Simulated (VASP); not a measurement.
A run of VASP 6.6.1 is set up as follows.

Contents of INCAR:

```
SYSTEM = Os
PREC = Accurate
ENCUT = 520
EDIFF = 1E-6
ISMEAR = -1
SIGMA = 0.03
LREAL = .False.
LASPH = .True.
NELM = 100
ALGO = Normal
ISIF = 2
LWAVE = .False.
LCHARG = .False.
GGA = PE
NBANDS = 10
```

Contents of KPOINTS:

```
Automatic mesh
0
Gamma
  14 14 14
  0 0 0
```

File POSCAR:

```
Os
1.0
    0.0000000000      1.9642586782      1.9642586782
    1.9642586782      0.0000000000      1.9642586782
    1.9642586782      1.9642586782      0.0000000000
Os
1
Direct
    0.0000000000      0.0000000000      0.0000000000
```

Potentials or basis: VASP PAW PBE potentials, release 64 (Os).

The run is started by

```bash
$ cat potpaw_PBE.64/Os/POTCAR > POTCAR
$ mpirun -np 1 vasp_std > vasp.out
```

Question: What does it give for the band gap on the k mesh?

Answer: Zero (bands 4 and 5 overlap by 3.39 eV).

Question: Predict the pressure.

Answer: -19.3 GPa.

Caveat: the cell stands under tension; spin-orbit coupling is left out, which moves the levels of the heavy elements.
